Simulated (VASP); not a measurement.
Runs of VASP 6.6.1 on Mg2ZnS3. The structure is that of space group P6/mmm (No. 191), or close to it. The cells are those of the table. 

```tsv
task	cell	k mesh	cutoff (eV)	gap on the mesh (eV)	pressure (GPa)
relaxation of cell and atoms	relaxed from a = 6.499, b = 6.499, c = 3.537 Å, angles 90.0, 90.0, 120.0°, 6 atoms	3 × 3 × 6	600	none	0.0
single point	a = 6.505, b = 6.505, c = 3.534 Å, angles 90.0, 90.0, 120.0°, 6 atoms	6 × 6 × 10	520	none	-0.2
single point	a = 6.499, b = 6.499, c = 3.537 Å, angles 90.0, 90.0, 120.0°, 6 atoms	6 × 6 × 4	520	none	(a)
single point	a = 5.675, b = 5.675, c = 4.059 Å, angles 90.0, 90.0, 120.0°, 6 atoms	6 × 6 × 4	520	none	3.9
single point	a = 6.437, b = 6.437, c = 3.575 Å, angles 90.0, 90.0, 120.0°, 6 atoms	3 × 3 × 6	520	none	-0.4
```

Alike in all rows: level PBE; potentials or basis VASP PAW PBE potentials, release 64 (Mg, Zn, S); no spin polarisation; smearing gaussian 0.1 eV.

Problem. Estimate the missing entries.

Solution. (a) -0.1.

Caveats: some runs use coarse meshes.

A gap of «none» marks levels without a gap at the run's occupations.
